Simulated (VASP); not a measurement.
# Be2H3 (R3m) in VASP: further runs

Be2H3 is run at these levels: PBE; tasks: single point, relaxation of cell and atoms.

Program: VASP 6.6.1. These are calculated values, not measurements. Logs are shortened: lines on timing, memory, paths and dates and some standing lists are left out, and cuts for length are marked.

### 1 The cell of the first run

The structure is trigonal, space group R3m (No. 160). Conventional cell: a = 3.568 Å, b = 3.568 Å, c = 9.780 Å, α = 90.00°, β = 90.00°, γ = 120.00°. Be (site symmetry 3m) has 1 Be at 1.80 Å and 6 H at 2.11 Å within 2.4 Å. Be (site symmetry 3m) has 1 Be at 1.80 Å and 6 H at 1.97 Å within 2.4 Å. Within 1.5 Å of H (site symmetry m) lie 2 H at 1.13 Å.

### 2 Single point, PBE

File INCAR:

```
ALGO     = Normal         # electronic algorithm
EDIFF    = 1E-6           # SCF threshold, eV
ENCUT    = 520            # plane-wave cutoff, eV
GGA      = PE             # functional
ISIF     = 2              # what is computed and relaxed
ISMEAR   = 0              # smearing method
LASPH    = T              # aspherical terms in the spheres
LCHARG   = F              # write CHGCAR
LREAL    = F              # projectors in reciprocal space
LWAVE    = F              # write WAVECAR
NBANDS   = 12             # bands
NELM     = 80             # most SCF steps
PREC     = Accurate       # precision mode
SIGMA    = 0.1            # smearing width, eV
```

File KPOINTS:

```
k-points
0
Gamma
  6 6 6
```

File POSCAR:

```
Be2H3
1.0
    1.7841643100      1.0300877500      3.2598775800
   -1.7841643100      1.0300877500      3.2598775800
    0.0000000000     -2.0601754900      3.2598775800
Be H
2 3
Direct
    0.5725774400      0.5725774400      0.5725774400
    0.3880372600      0.3880372600      0.3880372600
    0.0247165200      0.3401989400      0.0247165200
    0.0247165200      0.0247165200      0.3401989400
    0.3401989400      0.0247165200      0.0247165200
```

Potentials or basis: VASP PAW PBE potentials, release 64 (Be, H).

Started as:

```console
cat potpaw_PBE.64/Be/POTCAR potpaw_PBE.64/H/POTCAR > POTCAR
mpirun -np 1 vasp_std > vasp.out
```

OUTCAR:

```text
EDIFF = 1E-6
   ENCUT = 520
   GGA = PE
   ISIF = 2
   ISMEAR = 0
   LASPH = T
   LREAL = F
   NELM = 80
   PREC = Accurate

 ion  position               nearest neighbor table
   1  0.573  0.573  0.573-   2 1.80
   2  0.388  0.388  0.388-   1 1.80
   3  0.025  0.340  0.025-
   4  0.025  0.025  0.340-
   5  0.340  0.025  0.025-

  LATTYP: Found a trigonal (rhomboedric) cell.
 ALAT       =     3.8563097508
 COS(alpha) =     0.5718895083

  Lattice vectors:

 A1 = (   1.7841643100,   1.0300877500,   3.2598775800)
 A2 = (  -1.7841643100,   1.0300877500,   3.2598775800)
 A3 = (   0.0000000000,  -2.0601754900,   3.2598775800)

Analysis of symmetry for initial positions (statically):
=====================================================================
 Subroutine PRICEL returns:
 Original cell was already a primitive cell.

 Routine SETGRP: Setting up the symmetry group for a
 trigonal (rhombohedral) supercell.

 Subroutine GETGRP returns: Found  6 space group operations
 (whereof  6 operations were pure point group operations)
 out of a pool of 12 trial point group operations.

The static configuration has the point symmetry C_3v.

Analysis of symmetry for dynamics (positions and initial velocities):
=====================================================================
 Subroutine PRICEL returns:
 Original cell was already a primitive cell.

 Routine SETGRP: Setting up the symmetry group for a
 trigonal (rhombohedral) supercell.

 Subroutine GETGRP returns: Found  6 space group operations
 (whereof  6 operations were pure point group operations)
 out of a pool of 12 trial point group operations.

The dynamic configuration has the point symmetry C_3v.

 Subroutine INISYM returns: Found  6 space group operations
 (whereof  6 operations are pure point group operations),
 and found     1 'primitive' translations

----------------------------------------------------------------------------------------

                                     Primitive cell

  volume of cell :      35.9469

  direct lattice vectors                    reciprocal lattice vectors
     1.784164310  1.030087750  3.259877580     0.280243247  0.161798514  0.102253328
    -1.784164310  1.030087750  3.259877580    -0.280243247  0.161798514  0.102253328
     0.000000000 -2.060175490  3.259877580     0.000000000 -0.323597028  0.102253329

  length of vectors
     3.856309751  3.856309751  3.856309750     0.339368207  0.339368207  0.339368207
[... 95 lines left out ...]
   POTIM  = 0.5000    time-step for ionic-motion
   TEBEG  =    0.0;   TEEND  =   0.0 temperature during run
   PSTRESS=    0.0 pullay stress
   NELECT =       7.0000    total number of electrons
   NUPDOWN=      -1.0000    fix difference up-down
   EMIN   =  10.00;   EMAX   =-10.00  energy-range for DOS
   EFERMI =   0.00;   METHOD = LEGACY
   ISMEAR =     0;   SIGMA  =   0.10  broadening in eV -4-tet -1-fermi 0-gaus
   EFERMI_NEDOS =   21; number of points for ismear=-14 and -15
   IALGO  =     38    algorithm
   IMIX   =      4    mixing-type and parameters
     AMIX     =   0.40;   BMIX     =  1.00
     AMIX_MAG =   1.60;   BMIX_MAG =  1.00
  volume/ion in A,a.u.               =       7.19        48.52
  Fermi-wavevector in a.u.,A,eV,Ry     =   0.948900  1.793160 12.250830  0.900411
  Thomas-Fermi vector in A             =   2.077132
   LORBIT       =      0    0 simple, 1 ext, 2 COOP (PROOUT), +10 PAW based schemes
   GGA     = PE    functional components
   LHFCALC =     F    Hartree Fock is set to
   AEXX    =    0.0000 exact exchange contribution
   IVDW    =     0    specifies the selected vdW correction
   LEPSILON=     F    determine dielectric tensor
   LRPA    =     F    only Hartree local field effects (RPA)
 non-spin polarized calculation
 Gauss-broadening in eV      SIGMA  =   0.10
  energy-cutoff  :      520.00
  volume of cell :       35.95
 maximum number of plane-waves:       996
 NGX is ok and might be reduce to    30
   NGX = 15   NGY = 15   NGZ = 15

 number of electron       7.0000001 magnetization

 Free energy of the ion-electron system (eV)
  ---------------------------------------------------
  ext. energy  EPLUGINS =         0.00000000
  ---------------------------------------------------
  free energy    TOTEN  =       -12.16668600 eV

  energy without entropy =      -12.15632403  energy(sigma->0) =      -12.16150501

 E-fermi :   2.6418     XC(G=0):  -9.3092

 val. band max:        2.6204233572   @ k =  -0.1667   0.3333   0.1667
 cond. band min:       2.6498638280   @ k =   0.1667  -0.0000  -0.0000
 fundamental gap:      0.0294404708
 Fermi energy:         2.6418330184

 k-point     1 :       0.0000    0.0000    0.0000
  band No.  band energies     occupation
      1      -9.4325      2.00000
      2       1.8506      2.00000
      3       4.5747      0.00000
      4       4.8152      0.00000
      5       4.8152      0.00000
      6       7.3175      0.00000
      7       7.3175      0.00000
      8       8.3675      0.00000
      9       9.3876      0.00000
     10       9.3876      0.00000
     11      12.4159      0.00000
     12      15.8334      0.00000
[... 331 lines left out ...]
 k-point    24 :      -0.3333    0.5000    0.1667
  band No.  band energies     occupation
      1      -7.2528      2.00000
      2      -1.9179      2.00000
      3      -0.3700      2.00000
      4       0.6839      2.00000
      5       4.3827      0.00000
      6       7.3354      0.00000
      7       9.3736      0.00000
      8      11.1937      0.00000
      9      13.0898      0.00000
     10      14.3384      0.00000
     11      16.2961      0.00000
     12      19.0381      0.00000

 [... further k-points ...]
[... 5 lines left out ...]
  --------------------------------------------------------------------------------------
  -------------------------------------------------------------------------------------
  Total       -2.6157532     -2.6157532      3.9317048      0.0000000      0.0000000      0.0000000
  in kB     -116.5858229   -116.5858234    175.2386409      0.0000000      0.0000002      0.0000000
  external PRESSURE =     -19.3110018 kB  Pullay stress =       0.0000000 kB

 VOLUME and BASIS-vectors are now :
 -----------------------------------------------------------------------------
  energy-cutoff  :      520.00
  volume of cell :       35.95
      direct lattice vectors                 reciprocal lattice vectors
     1.784164310  1.030087750  3.259877580     0.280243247  0.161798514  0.102253328
    -1.784164310  1.030087750  3.259877580    -0.280243247  0.161798514  0.102253328
     0.000000000 -2.060175490  3.259877580     0.000000000 -0.323597028  0.102253329

 POSITION                                       TOTAL-FORCE (eV/Angst)
 -----------------------------------------------------------------------------------
      0.00000      0.00000      5.59960         0.000000      0.000000      2.902603
      0.00000      0.00000      3.79486         0.000000     -0.000000     -2.441842
     -0.56287      0.32497      1.27015        -0.936179      0.540503     -0.153587
      0.00000     -0.64995      1.27015         0.000000     -1.081006     -0.153587
      0.56287      0.32497      1.27015         0.936179      0.540503     -0.153587
 -----------------------------------------------------------------------------------
    total drift:                                0.000000      0.000000      0.000068

  FREE ENERGIE OF THE ION-ELECTRON SYSTEM (eV)
  ---------------------------------------------------
  free  energy   TOTEN  =       -12.1666860000 eV

  energy  without entropy=      -12.1563240270  energy(sigma->0) =      -12.16150501
```

stdout:

```text
POSCAR found type information on POSCAR BeH
 POSCAR found :  2 types and       5 ions
 scaLAPACK will be used
 LDA part: xc-table for (Slater+PW92), standard interpolation
 POSCAR, INCAR and KPOINTS ok, starting setup
 FFT: planning ... GRIDC
 FFT: planning ... GRID_SOFT
 FFT: planning ... GRID
 WAVECAR not read
 entering main loop
```

Wall time 8.4 s (1 thread of Intel Xeon Platinum 8488C (Sapphire Rapids), shared host); peak memory 0.16 GiB.

Results:

```
Free energy   : -12.1667 eV
Pressure      : -1.9 GPa
Largest force : 2.903 eV/Å
```

Forces in eV/Å, atoms in the order of the input:
```
Be   0.000  0.000  2.903
Be   0.000  0.000 -2.442
H   -0.936  0.541 -0.154
H    0.000 -1.081 -0.154
H    0.936  0.541 -0.154
```

Caveat: forces of over 1 eV/Å act on the atoms, so gaps and moduli don't describe the material at rest.

### 3 Single point, PBE

This run uses another cell than the first one, of 7.21 Å³/atom, 1.003 times its volume.

File INCAR:

```
  PREC = Accurate
  ENCUT = 520
  EDIFF = 1E-6
  ISMEAR = 0
  SIGMA = 0.1
  LREAL = F
  LASPH = T
  NELM = 100
  ALGO = Normal
  ISIF = 2
  LWAVE = F
  LCHARG = F
  GGA = PE
  NBANDS = 12
```

File KPOINTS:

```
Automatic mesh
0
Gamma
  6 6 6
```

File POSCAR:

```
Be2H3
1.0
    1.8428578158      1.0639744576      3.0644618130
   -1.8428578158      1.0639744576      3.0644618130
    0.0000000000     -2.1279489105      3.0644618146
Be H
2 3
Direct
    0.6792815080      0.6792815080      0.6792815080
    0.4175969967      0.4175969967      0.4175969967
   -0.0612178667      0.3758039088     -0.0612178667
   -0.0612178667     -0.0612178667      0.3758039088
    0.3758039088     -0.0612178667     -0.0612178667
```

Potentials or basis: VASP PAW PBE potentials, release 64 (Be, H).

Started as:

```console
cat potpaw_PBE.64/Be/POTCAR potpaw_PBE.64/H/POTCAR > POTCAR
mpirun -np 1 vasp_std > vasp.out
```

Wall time 7.7 s (1 thread of Intel Xeon Platinum 8488C (Sapphire Rapids), shared host); peak memory 0.15 GiB.

The run converged. Its results:

```yaml
Free_energy: -15.1196 eV
Pressure: 0.0 GPa
Largest_force: 0.012 eV/Å
```

Forces on the atoms (eV/Å):
```
Be   0.000  0.000 -0.012
Be   0.000  0.000  0.008
H    0.010 -0.006  0.002
H    0.000  0.012  0.002
H   -0.010 -0.006  0.002
```

Stress tensor (GPa, compression positive):
```
 0.05  0.00  0.00
 0.00  0.05  0.00
 0.00  0.00 -0.11
```

Levels at points of the mesh, in eV from the Fermi level:
```csv
k point,band 1,band 2,band 3,band 4,band 5,band 6,band 7,band 8
"(0.00, 0.00, 0.00)",-10.69,-0.82,-0.82,2.26,3.38,3.38,4.66,8.44
"(0.50, 0.00, 0.00)",-8.22,-6.63,-2.36,1.41,2.96,6.68,7.16,8.90
"(0.50, 0.50, 0.00)",-7.65,-6.02,-3.33,-0.45,1.31,4.20,9.33,12.07
"(0.50, 0.50, 0.50)",-9.35,-3.43,-1.09,-1.09,2.45,2.45,6.32,7.87
```

[end of part 1 of 2]
